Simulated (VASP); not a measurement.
Here is a VASP 6.6.1 calculation.

File INCAR:

```
ALGO     = Normal         # electronic algorithm
EDIFF    = 1E-7           # SCF threshold, eV
ENCUT    = 520            # plane-wave cutoff, eV
ISIF     = 2              # what is computed and relaxed
ISMEAR   = 0              # smearing method
LASPH    = T              # aspherical terms in the spheres
LCHARG   = F              # write CHGCAR
LREAL    = F              # projectors in reciprocal space
LWAVE    = F              # write WAVECAR
NBANDS   = 11             # bands
NELM     = 100            # most SCF steps
PREC     = Accurate       # precision mode
SIGMA    = 0.05           # smearing width, eV
```

File KPOINTS:

```
k-points
0
Gamma
  12 12 12
```

File POSCAR:

```
Si
1.0
    0.0000000000      2.8351144060      2.4509564040
    2.8351144060      0.0000000000      2.4509564040
    2.8351144060      2.8351144060      0.0000000000
Si
2
Direct
    0.5000000000      0.5000000000      0.5000000000
    0.7500000000      0.7500000000      0.7500000000
```

Potentials or basis: VASP PAW LDA potentials, release 64 (Si).

Launch:

```console
$ cat potpaw_LDA.64/Si/POTCAR > POTCAR
$ mpirun -np 1 vasp_std > vasp.out
```

(1) Estimate the pressure.

(2) Predict the band gap on the k mesh.

Answers

(1) -0.9 GPa.

(2) zero (band 4 reaches 6.55 eV, above the bottom of band 5 at 5.55 eV).
